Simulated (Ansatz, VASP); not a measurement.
# Two plane-wave programs on CoO

```xyz
4
Lattice="3.1674 0.0000 0.0000 -1.5837 2.7430 0.0000 0.0000 0.0000 5.2885" Properties=species:S:1:pos:R:3 pbc="T T T"
Co    0.0000    0.0000    0.0377
Co    0.0000    1.8287    2.6820
O     0.0000    0.0000    1.9455
O     0.0000    1.8287    4.5897
```

Alike in both runs: task single point; functional PBE; k mesh 12 × 12 × 8; occupations gaussian, width 0.01 eV; collinear spin.

|  | VASP | Ansatz |
| --- | --- | --- |
| version | VASP 6.6.1 | Ansatz 0.2.0 |
| potentials or method | VASP PAW PBE potentials, release 64 (Co, O), cutoff 520 eV | scalar-relativistic, plane waves, PAW |
| valence electrons in the cell | 30 | 46 |

|  | VASP | Ansatz | Ansatz less VASP |
| --- | --- | --- | --- |
| gap on the k mesh at the Fermi level (eV) | 0.14 | 0.15 | +0.004 |
| least direct gap on the mesh (eV) | 0.23 | 0.22 | -0.011 |
| pressure (GPa) | -0.1 | 0.0 | +0.11 |
| traceless stress, the component that is largest in VASP (GPa) | -0.05 | 0.01 | +0.062 |
| net moment per atom (μB) | 0.00 | 0.00 | 0.000 |
| size of the moment on the site where the two differ most (μB) | 2.28 | 2.11 | -0.166 |

Site moments also hang on the region over which each program counts them. The functional is the same, so the differences come from potentials, cutoffs and numerics. VASP's potentials hold 30 valence electrons a cell and Ansatz's 46, so a difference there can come from the potentials and not from the codes.
